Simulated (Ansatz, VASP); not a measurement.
## NaCl: VASP beside Ansatz

POSCAR

```
NaCl
1.0
    0.0671316519      2.8151778550      2.8151778550
    2.8151778550      0.0671316519      2.8151778550
    2.8151778550      2.8151778550      0.0671316519
Na Cl
1 1
Direct
    0.0000000000      0.0000000000      0.0000000000
    0.5000000000      0.5000000000      0.5000000000
```

The input INCAR.step1:

```
ALGO     = Normal         # electronic algorithm
EDIFF    = 1E-4           # SCF threshold, eV
ENCUT    = 520            # plane-wave cutoff, eV
GGA      = PE             # functional
ISMEAR   = 0              # smearing method
LASPH    = True           # aspherical terms in the spheres
LCHARG   = False          # write CHGCAR
LREAL    = False          # projectors in reciprocal space
LWAVE    = True           # write WAVECAR
NBANDS   = 14             # bands
NELM     = 80             # most SCF steps
PREC     = Accurate       # precision mode
SIGMA    = 0.01           # smearing width, eV
```

Contents of INCAR.step2:

```
ALGO     = Normal         # electronic algorithm
EDIFF    = 1E-6           # SCF threshold, eV
ENCUT    = 520            # plane-wave cutoff, eV
ISIF     = 2              # what is computed and relaxed
ISMEAR   = 0              # smearing method
ISTART   = 1            
LASPH    = True           # aspherical terms in the spheres
LCHARG   = False          # write CHGCAR
LMIXTAU  = True         
LREAL    = False          # projectors in reciprocal space
LWAVE    = False          # write WAVECAR
METAGGA  = R2SCAN         # meta-GGA
NBANDS   = 14             # bands
NELM     = 80             # most SCF steps
PREC     = Accurate       # precision mode
SIGMA    = 0.01           # smearing width, eV
```

The input KPOINTS:

```
k-points
0
Gamma
  8 8 8
```

Input for Ansatz:

```yaml
crystal:
  lattice:
    - [0.0671316519, 2.815177855, 2.815177855]
    - [2.815177855, 0.0671316519, 2.815177855]
    - [2.815177855, 2.815177855, 0.0671316519]
  atoms:
    - { symbol: Na, position: [0.0, 0.0, 0.0] }
    - { symbol: Cl, position: [0.5, 0.5, 0.5] }
kpoints:
  mp_grid: { grid: [8, 8, 8] }
  band_path:
    path:
      - [0.0, 0.0, 0.0]
      - [0.5, 0.0, 0.5]
      - [0.625, 0.25, 0.625]
      - [0.375, 0.375, 0.75]
      - [0.5, 0.5, 0.5]
      - [0.5, 0.25, 0.75]
    npoints: 1
hamiltonian:
  xc: r2scan
scf:
  occupations: { method: fixed }
  n_extra_bands: 4
output:
  forces: true
  stress: true
  eigenvalues: true
```

Change from the starting cell: epitaxial_111 strain -1.9%.

Alike in both runs: task single point; functional r2SCAN; k mesh 8 × 8 × 8; no spin polarisation.

|  | VASP | Ansatz |
| --- | --- | --- |
| version | VASP 6.6.1 | Ansatz 0.2.0 |
| potentials or method | VASP PAW PBE potentials, release 64 (Na_pv, Cl) | plane waves, PAW |
| plane-wave cutoff (eV) | 520 | 500 |
| occupations | gaussian, width 0.01 eV | fixed |
| valence electrons in the cell | 14 | 16 |

|  | VASP | Ansatz | Ansatz less VASP |
| --- | --- | --- | --- |
| gap on the k mesh at the Fermi level (eV) | 6.04 | 6.01 | -0.023 |
| pressure (GPa) | 0.5 | 0.7 | +0.20 |
| traceless stress, the component that is largest in VASP (GPa) | -0.38 | -0.35 | +0.026 |

VASP's potentials were made for PBE, not for r2SCAN. VASP's potentials hold 14 valence electrons a cell and Ansatz's 16, so a difference there can come from the potentials and not from the codes.
